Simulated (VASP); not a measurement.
# GaN (Fm-3m) in VASP: a series of runs, part 3 of 3

VASP 6.6.1.

## (4) Electric field gradients, PBEsol (volume scaled by 0.98)

File INCAR:

```
PREC = Accurate
ENCUT = 520
EDIFF = 1E-8
ISMEAR = -1
SIGMA = 0.02
LREAL = F
LASPH = T
NELM = 60
ALGO = Normal
ISIF = 2
LWAVE = F
LCHARG = F
GGA = PS
LEFG = T
NBANDS = 16
```

File KPOINTS:

```
Automatic mesh
0
Gamma
  10 10 10
```

File POSCAR:

```
GaN
1.0
    0.0000000000      1.9791271138      1.9791271138
    1.9791271138      0.0000000000      1.9791271138
    1.9791271138      1.9791271138      0.0000000000
Ga N
1 1
Direct
    0.5000000000      0.5000000000      0.5000000000
    0.0000000000      0.0000000000      0.0000000000
```

Potentials or basis: VASP PAW PBE potentials, release 64 (Ga_d, N).

Run with:

```sh
cat potpaw_PBE.64/Ga_d/POTCAR potpaw_PBE.64/N/POTCAR > POTCAR
mpirun -np 1 vasp_std > vasp.out
```

OUTCAR:

```text
PREC = Accurate
   ENCUT = 520
   EDIFF = 1E-8
   ISMEAR = -1
   LREAL = F
   LASPH = T
   NELM = 60
   ISIF = 2
   GGA = PS

 ion  position               nearest neighbor table
   1  0.500  0.500  0.500-   2 1.98   2 1.98   2 1.98   2 1.98   2 1.98   2 1.98
   2  0.000  0.000  0.000-   1 1.98   1 1.98   1 1.98   1 1.98   1 1.98   1 1.98

  LATTYP: Found a face centered cubic cell.
 ALAT       =     3.9582542276

  Lattice vectors:

 A1 = (   0.0000000000,   1.9791271138,   1.9791271138)
 A2 = (   1.9791271138,   0.0000000000,   1.9791271138)
 A3 = (   1.9791271138,   1.9791271138,   0.0000000000)

Analysis of symmetry for initial positions (statically):
=====================================================================
 Subroutine PRICEL returns:
 Original cell was already a primitive cell.

 Routine SETGRP: Setting up the symmetry group for a
 face centered cubic supercell.

 Subroutine GETGRP returns: Found 48 space group operations
[... 643 lines left out ...]
  volume of cell :       15.50
      direct lattice vectors                 reciprocal lattice vectors
     0.000000000  1.979127114  1.979127114    -0.252636628  0.252636628  0.252636628
     1.979127114  0.000000000  1.979127114     0.252636628 -0.252636628  0.252636628
     1.979127114  1.979127114  0.000000000     0.252636628  0.252636628 -0.252636628

 POSITION                                       TOTAL-FORCE (eV/Angst)
 -----------------------------------------------------------------------------------
      1.97913      1.97913      1.97913         0.000000     -0.000000      0.000000
      0.00000      0.00000      0.00000        -0.000000      0.000000     -0.000000
 -----------------------------------------------------------------------------------
    total drift:                                0.000000     -0.000000      0.000000

  FREE ENERGIE OF THE ION-ELECTRON SYSTEM (eV)
  ---------------------------------------------------
  free  energy   TOTEN  =       -11.6542415773 eV

  energy  without entropy=      -11.6542415773  energy(sigma->0) =      -11.65424158

 Electric field gradients (V/A^2)
---------------------------------------------------------------------
 ion       V_xx      V_yy      V_zz      V_xy      V_xz      V_yz
---------------------------------------------------------------------
   1      -0.000     0.000     0.000    -0.002    -0.002    -0.002
   2       0.000    -0.000    -0.000     0.000     0.000     0.000
---------------------------------------------------------------------

 Electric field gradients after diagonalization (V/A^2)
 (convention: |V_zz| > |V_xx| > |V_yy|)
----------------------------------------------------------------------
 ion       V_xx      V_yy      V_zz     asymmetry (V_yy - V_xx)/ V_zz
----------------------------------------------------------------------
   1       0.002     0.002    -0.004       0.000
   2      -0.000    -0.000     0.000       0.000
----------------------------------------------------------------------

           NMR quadrupolar parameters

 Cq : quadrupolar parameter    Cq=e*Q*V_zz/h
 eta: asymmetry parameters     (V_yy - V_xx)/ V_zz
 Q  : nuclear electric quadrupole moment in mb (millibarn)
----------------------------------------------------------------------
 ion       Cq(MHz)       eta       Q (mb)
----------------------------------------------------------------------
   1      -0.000       0.000       1.000
   2       0.000       0.000       1.000
----------------------------------------------------------------------
```

Run time: 8.8 s. Hardware: 1 thread of Intel Xeon Platinum 8488C (Sapphire Rapids), shared host; peak memory 0.15 GiB.

Results:

```
Free energy            : -11.6542 eV
Pressure               : 69.4 GPa
Band gap on the k mesh : 1.87 eV, indirect (least direct gap 5.53 eV)
```

Caveat: without QUAD_EFG the Cq values of the log hold for a quadrupole moment of 1 mb, not for the nuclei; the PAW data sets were made with another functional, which shifts forces and pressure a little. A k mesh can miss the band edges.

## (5) Electric field gradients, PBEsol (volume scaled by 0.98)

File INCAR:

```
SYSTEM = GaN
ALGO     = Normal         ! electronic algorithm
EDIFF    = 1E-8           ! SCF threshold, eV
ENCUT    = 520            ! plane-wave cutoff, eV
GGA      = PS             ! functional
ISIF     = 2              ! what is computed and relaxed
ISMEAR   = -1             ! smearing method
LASPH    = .True.         ! aspherical terms in the spheres
LCHARG   = .False.        ! write CHGCAR
LEFG     = .True.       
LREAL    = .False.        ! projectors in reciprocal space
LWAVE    = .False.        ! write WAVECAR
NBANDS   = 16             ! bands
NELM     = 60             ! most SCF steps
PREC     = Accurate       ! precision mode
SIGMA    = 0.02           ! smearing width, eV
```

File KPOINTS:

```
k-points
0
Gamma
  10 10 10
  0 0 0
```

POSCAR is that of step 4.

Potentials or basis: VASP PAW PBE potentials, release 64 (Ga_d, N).

Run with:

```sh
cat potpaw_PBE.64/Ga_d/POTCAR potpaw_PBE.64/N/POTCAR > POTCAR
mpirun -np 1 vasp_std > vasp.out
```

OUTCAR:

```text
SYSTEM = GaN
   EDIFF = 1E-8
   ENCUT = 520
   GGA = PS
   ISIF = 2
   ISMEAR = -1
   LASPH = .True.
   LREAL = .False.
   NELM = 60
   PREC = Accurate

 ion  position               nearest neighbor table
   1  0.500  0.500  0.500-   2 1.98   2 1.98   2 1.98   2 1.98   2 1.98   2 1.98
   2  0.000  0.000  0.000-   1 1.98   1 1.98   1 1.98   1 1.98   1 1.98   1 1.98

  LATTYP: Found a face centered cubic cell.
 ALAT       =     3.9582542276

  Lattice vectors:

 A1 = (   0.0000000000,   1.9791271138,   1.9791271138)
 A2 = (   1.9791271138,   0.0000000000,   1.9791271138)
 A3 = (   1.9791271138,   1.9791271138,   0.0000000000)

Analysis of symmetry for initial positions (statically):
=====================================================================
 Subroutine PRICEL returns:
 Original cell was already a primitive cell.

 Routine SETGRP: Setting up the symmetry group for a
 face centered cubic supercell.

[... 645 lines left out ...]
      direct lattice vectors                 reciprocal lattice vectors
     0.000000000  1.979127114  1.979127114    -0.252636628  0.252636628  0.252636628
     1.979127114  0.000000000  1.979127114     0.252636628 -0.252636628  0.252636628
     1.979127114  1.979127114  0.000000000     0.252636628  0.252636628 -0.252636628

 POSITION                                       TOTAL-FORCE (eV/Angst)
 -----------------------------------------------------------------------------------
      1.97913      1.97913      1.97913         0.000000     -0.000000      0.000000
      0.00000      0.00000      0.00000        -0.000000      0.000000     -0.000000
 -----------------------------------------------------------------------------------
    total drift:                                0.000000     -0.000000      0.000000

  FREE ENERGIE OF THE ION-ELECTRON SYSTEM (eV)
  ---------------------------------------------------
  free  energy   TOTEN  =       -11.6542415773 eV

  energy  without entropy=      -11.6542415773  energy(sigma->0) =      -11.65424158

 Electric field gradients (V/A^2)
---------------------------------------------------------------------
 ion       V_xx      V_yy      V_zz      V_xy      V_xz      V_yz
---------------------------------------------------------------------
   1      -0.000     0.000     0.000    -0.002    -0.002    -0.002
   2       0.000    -0.000    -0.000     0.000     0.000     0.000
---------------------------------------------------------------------

 Electric field gradients after diagonalization (V/A^2)
 (convention: |V_zz| > |V_xx| > |V_yy|)
----------------------------------------------------------------------
 ion       V_xx      V_yy      V_zz     asymmetry (V_yy - V_xx)/ V_zz
----------------------------------------------------------------------
   1       0.002     0.002    -0.004       0.000
   2      -0.000    -0.000     0.000       0.000
----------------------------------------------------------------------

           NMR quadrupolar parameters

 Cq : quadrupolar parameter    Cq=e*Q*V_zz/h
 eta: asymmetry parameters     (V_yy - V_xx)/ V_zz
 Q  : nuclear electric quadrupole moment in mb (millibarn)
----------------------------------------------------------------------
 ion       Cq(MHz)       eta       Q (mb)
----------------------------------------------------------------------
   1      -0.000       0.000       1.000
   2       0.000       0.000       1.000
----------------------------------------------------------------------
```

Wall time 8.4 s (1 thread of Intel Xeon Platinum 8488C (Sapphire Rapids), shared host); peak memory 0.14 GiB.

Results:

- Free energy: -11.6542 eV
- Pressure: 69.4 GPa
- Band gap on the k mesh: 1.87 eV, indirect (least direct gap 5.53 eV)

Caveat: without QUAD_EFG the Cq values of the log hold for a quadrupole moment of 1 mb, not for the nuclei; the PAW data sets were made with another functional, which shifts forces and pressure a little. A k mesh can miss the band edges.
